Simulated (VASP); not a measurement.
# Zn (P6/mmm) in VASP: notebook, part 2 of 3

VASP 6.6.1. The steps go on from the part before.

## Step 3: Relaxation of cell and atoms, PBE, target pressure 54 GPa, at which the enthalpy is minimised

This run uses another cell than the first one, of 10.89 Å³/atom, 0.986 times its volume.

The input, INCAR:

```
SYSTEM = Zn
PREC = Accurate
ENCUT = 600
EDIFF = 1E-7
ISMEAR = -1
SIGMA = 0.05
LREAL = .FALSE.
LASPH = .TRUE.
NELM = 100
ALGO = Normal
ISIF = 3
LWAVE = .FALSE.
LCHARG = .FALSE.
GGA = PE
IBRION = 2
NSW = 60
EDIFFG = -0.005
PSTRESS = 540.0
```

The input, KPOINTS:

```
Automatic mesh
0
G
  9 9 13
  0 0 0
```

The input, POSCAR:

```
Zn
1.0
    3.9335689172      0.0000000000      0.0000000000
   -1.9667844586      3.4065706098      0.0000000000
    0.0000000000      0.0000000000      2.4388127286
Zn
3
Direct
    0.0000000000      0.0000000000      0.0000000000
    0.3333333333      0.6666666667      0.5000000000
    0.6666666667      0.3333333333      0.5000000000
```

Potentials or basis: VASP PAW PBE potentials, release 64 (Zn).

On the command line:

```
cat potpaw_PBE.64/Zn/POTCAR > POTCAR
mpirun -np 1 vasp_std > vasp.out
```

OUTCAR:

```text
SYSTEM = Zn
   PREC = Accurate
   ENCUT = 600
   EDIFF = 1E-7
   ISMEAR = -1
   LREAL = .FALSE.
   LASPH = .TRUE.
   NELM = 100
   ISIF = 3
   GGA = PE
   IBRION = 2
   NSW = 60
   EDIFFG = -0.005
   PSTRESS = 540.0

 ion  position               nearest neighbor table
   1  0.000  0.000  0.000-   2 2.58   3 2.58   2 2.58   3 2.58   2 2.58   2 2.58   3 2.58   3 2.58
                             3 2.58   3 2.58   2 2.58   2 2.58
   2  0.333  0.667  0.500-   3 2.27   3 2.27   3 2.27   1 2.58   1 2.58   1 2.58   1 2.58   1 2.58
                             1 2.58
   3  0.667  0.333  0.500-   2 2.27   2 2.27   2 2.27   1 2.58   1 2.58   1 2.58   1 2.58   1 2.58
                             1 2.58

  LATTYP: Found a hexagonal cell.
 ALAT       =     3.9335689172
 C/A-ratio  =     0.6200000000

  Lattice vectors:

 A1 = (   3.9335689172,   0.0000000000,   0.0000000000)
 A2 = (  -1.9667844586,   3.4065706098,   0.0000000000)
 A3 = (   0.0000000000,   0.0000000000,   2.4388127286)

Analysis of symmetry for initial positions (statically):
=====================================================================
 Subroutine PRICEL returns:
 Original cell was already a primitive cell.

 Routine SETGRP: Setting up the symmetry group for a
 hexagonal supercell.

 Subroutine GETGRP returns: Found 24 space group operations
 (whereof 24 operations were pure point group operations)
 out of a pool of 24 trial point group operations.

The static configuration has the point symmetry D_6h.

Analysis of symmetry for dynamics (positions and initial velocities):
=====================================================================
 Subroutine PRICEL returns:
 Original cell was already a primitive cell.

 Routine SETGRP: Setting up the symmetry group for a
 hexagonal supercell.

 Subroutine GETGRP returns: Found 24 space group operations
 (whereof 24 operations were pure point group operations)
 out of a pool of 24 trial point group operations.

The dynamic configuration has the point symmetry D_6h.

 Subroutine INISYM returns: Found 24 space group operations
 (whereof 24 operations are pure point group operations),
 and found     1 'primitive' translations

----------------------------------------------------------------------------------------

                                     Primitive cell

  volume of cell :      32.6800

  direct lattice vectors                    reciprocal lattice vectors
     3.933568917  0.000000000  0.000000000     0.254222062  0.146775176  0.000000000
    -1.966784459  3.406570610  0.000000000     0.000000000  0.293550352  0.000000000
     0.000000000  0.000000000  2.438812729     0.000000000  0.000000000  0.410035583

  length of vectors
     3.933568917  3.933568917  2.438812729     0.293550352  0.293550352  0.410035583

  position of ions in fractional coordinates (direct lattice)
     0.000000000  0.000000000  0.000000000
     0.333333333  0.666666667  0.500000000
     0.666666667  0.333333333  0.500000000

  ion indices of the primitive-cell ions
   primitive index   ion index
                 1           1
                 2           2
                 3           3

----------------------------------------------------------------------------------------

 KPOINTS: Automatic mesh

Automatic generation of k-mesh.
 Grid dimensions read from file:
[... 24 lines left out ...]
  0.222222 -0.000000  0.000000      6.000000
  0.333333  0.000000  0.000000      6.000000
  0.444444 -0.000000  0.000000      6.000000
  0.111111  0.111111  0.000000      6.000000
[... 16 lines left out ...]
  0.333333  0.222222  0.076923     24.000000
  0.333333  0.333333  0.076923      4.000000
 [... further k-points ...]
   k-points           NKPTS =     84   k-points in BZ     NKDIM =     84   number of bands    NBANDS=     22
   number of dos      NEDOS =    301   number of ions     NIONS =      3
   total plane-waves  NPLWV =  20480
   dimension x,y,z NGX =    32 NGY =   32 NGZ =   20
   dimension x,y,z NGXF=    64 NGYF=   64 NGZF=   40
   ions per type =               3
   NGX,Y,Z   is equivalent  to a cutoff of  13.52, 13.52, 13.63 a.u.
   NGXF,Y,Z  is equivalent  to a cutoff of  27.05, 27.05, 27.27 a.u.
 SYSTEM =  Zn
   PREC   = accura    normal or accurate (medium, high low for compatibility)
   ISTART =      0    job   : 0-new  1-cont  2-samecut
   ICHARG =      2    charge: 1-file 2-atom 10-const
   ISPIN  =      1    spin polarized calculation?
   LNONCOLLINEAR =      F non collinear calculations
   LSORBIT =      F    spin-orbit coupling
   LASPH  =      T    aspherical Exc in radial PAW
   ENCUT  =  600.0 eV  44.10 Ry    6.64 a.u.   7.86  7.86  4.87*2*pi/ulx,y,z
   NELM   =    100;   NELMIN=  2; NELMDL= -5     # of ELM steps
   EDIFF  = 0.1E-06   stopping-criterion for ELM
   LREAL  =      F    real-space projection
   EDIFFG = -.5E-02   stopping-criterion for IOM
   NSW    =     60    number of steps for IOM
   IBRION =      2    ionic relax: 0-MD 1-quasi-New 2-CG
   NFREE  =      1    steps in history (QN), initial steepest desc. (CG)
   ISIF   =      3    stress and relaxation
   ISYM   =      2    0-nonsym 1-usesym 2-fastsym
   POTIM  = 0.5000    time-step for ionic-motion
   TEBEG  =    0.0;   TEEND  =   0.0 temperature during run
   PSTRESS=  540.0 pullay stress
   NELECT =      36.0000    total number of electrons
   NUPDOWN=      -1.0000    fix difference up-down
   EMIN   =  10.00;   EMAX   =-10.00  energy-range for DOS
   EFERMI =   0.00;   METHOD = LEGACY
   ISMEAR =    -1;   SIGMA  =   0.05  broadening in eV -4-tet -1-fermi 0-gaus
   EFERMI_NEDOS =   21; number of points for ismear=-14 and -15
   IALGO  =     38    algorithm
   IMIX   =      4    mixing-type and parameters
     AMIX     =   0.40;   BMIX     =  1.00
     AMIX_MAG =   1.60;   BMIX_MAG =  1.00
  volume/ion in A,a.u.               =      10.89        73.51
  Fermi-wavevector in a.u.,A,eV,Ry     =   1.690758  3.195069 38.894468  2.858663
  Thomas-Fermi vector in A             =   2.772647
   LORBIT       =      0    0 simple, 1 ext, 2 COOP (PROOUT), +10 PAW based schemes
   GGA     = PE    functional components
   LHFCALC =     F    Hartree Fock is set to
   AEXX    =    0.0000 exact exchange contribution
   IVDW    =     0    specifies the selected vdW correction
   LEPSILON=     F    determine dielectric tensor
   LRPA    =     F    only Hartree local field effects (RPA)
 conjugate gradient relaxation of ions
 non-spin polarized calculation
  energy-cutoff  :      600.00
  volume of cell :       32.68
 maximum number of plane-waves:      1104
 NGX is ok and might be reduce to    32
   NGX = 15   NGY = 15   NGZ =  9

--------------------------------------- Ionic step        1  -------------------------------------------

 number of electron      35.9999986 magnetization

 Free energy of the ion-electron system (eV)
  ---------------------------------------------------
  ext. energy  EPLUGINS =         0.00000000
  ---------------------------------------------------
  free energy    TOTEN  =        -1.22035102 eV

  energy without entropy =       -1.21357780  energy(sigma->0) =       -1.21696441

------------------------ aborting loop because EDIFF is reached ----------------------------------------

  FORCE on cell =-STRESS in cart. coord.  units (eV):
  Direction    XX          YY          ZZ          XY          YZ          ZX
  --------------------------------------------------------------------------------------
  -------------------------------------------------------------------------------------
  Total       12.5845141     12.5845141     11.3584060      0.0000000      0.0000000      0.0000000
  in kB      616.9705312    616.9705312    556.8591468      0.0000000      0.0000000      0.0000000
  external PRESSURE =      56.9334031 kB  Pullay stress =     540.0000000 kB
[... 26 lines left out ...]
--------------------------------------- Ionic step        2  -------------------------------------------

 number of electron      36.0000000 magnetization

 E-fermi :   5.9228     XC(G=0): -13.0963

 val. band max:        5.9075781710   @ k =   0.1111   0.0000   0.3077
 cond. band min:       6.0192484663   @ k =   0.2222  -0.0000   0.1538
 fundamental gap:      0.1116702952
 Fermi energy:         5.9227768805

 k-point     1 :       0.0000    0.0000    0.0000
  band No.  band energies     occupation
      1      -7.4689      2.00000
      2      -4.3098      2.00000
      3      -3.4853      2.00000
      4      -3.4537      2.00000
      5      -3.4536      2.00000
      6      -3.3602      2.00000
[... 785 lines left out ...]
--------------------------------------- Ionic step        7  -------------------------------------------

 number of electron      35.9999983 magnetization

 Free energy of the ion-electron system (eV)
  ---------------------------------------------------
  ext. energy  EPLUGINS =         0.00000000
  ---------------------------------------------------
  free energy    TOTEN  =        -1.44140400 eV

  energy without entropy =       -1.43751304  energy(sigma->0) =       -1.43945852

 E-fermi :   6.3424     XC(G=0): -13.3165

 val. band max:        6.3153430809   @ k =   0.4444  -0.0000   0.2308
 cond. band min:       6.4454032165   @ k =   0.2222  -0.0000   0.1538
 fundamental gap:      0.1300601357
 Fermi energy:         6.3424445489

 k-point     1 :       0.0000    0.0000    0.0000
  band No.  band energies     occupation
      1      -7.4853      2.00000
      2      -4.1909      2.00000
      3      -3.3222      2.00000
      4      -3.2794      2.00000
      5      -3.2794      2.00000
      6      -3.1873      2.00000
[... 625 lines left out ...]
  energy  without entropy=       -1.4375130415  energy(sigma->0) =       -1.43945852

  enthalpy is  TOTEN    =         9.7722308190 eV   P V=       11.2136348230

 reached required accuracy - stopping structural energy minimisation
```

It took 4.3 min on 1 thread of AMD EPYC 7R43 (Zen 3), shared host; peak memory 0.16 GiB.

Results:

- Free energy: -1.4414 eV
- Relaxed volume: 11.09 Å³/atom
- Relaxed cell: a = 3.989 Å, b = 3.989 Å, c = 2.414 Å, α = 90.00°, β = 90.00°, γ = 120.00°
- Space group after relaxing (to 0.05 Å): P6/mmm (No. 191)
- Energy change on relaxing (the enthalpy is what falls): -73.7 meV/atom
- Ionic steps: 7
- Pressure after relaxing: 54.0 GPa
- Band gap on the k mesh: zero (band 18 reaches 10.80 eV, above the bottom of band 19 at 5.50 eV)

The path:
```csv
step,energy change (eV),largest force (eV/Å),pressure (GPa),volume (Å³)
1,0.0000,0.0000,59.69,32.68
2,-0.6065,0.0000,43.74,34.54
3,-0.2603,0.0000,52.91,33.41
4,-0.2418,0.0000,53.44,33.33
5,-0.2409,0.0000,53.49,33.33
6,-0.1909,0.0000,54.81,33.18
7,-0.2211,0.0000,54.02,33.27
```

Final structure:
```
CELL_PARAMETERS angstrom
3.98906 0.00000 0.00000
-1.99453 3.45463 0.00000
0.00000 0.00000 2.41430
ATOMIC_POSITIONS crystal
Zn 0.00000 0.00000 0.00000
Zn 0.33333 0.66667 0.50000
Zn 0.66667 0.33333 0.50000
```

Caveat: the cell is relaxed towards a set pressure, so the enthalpy falls and the energy may rise.

(Continued in part 3 of 3.)
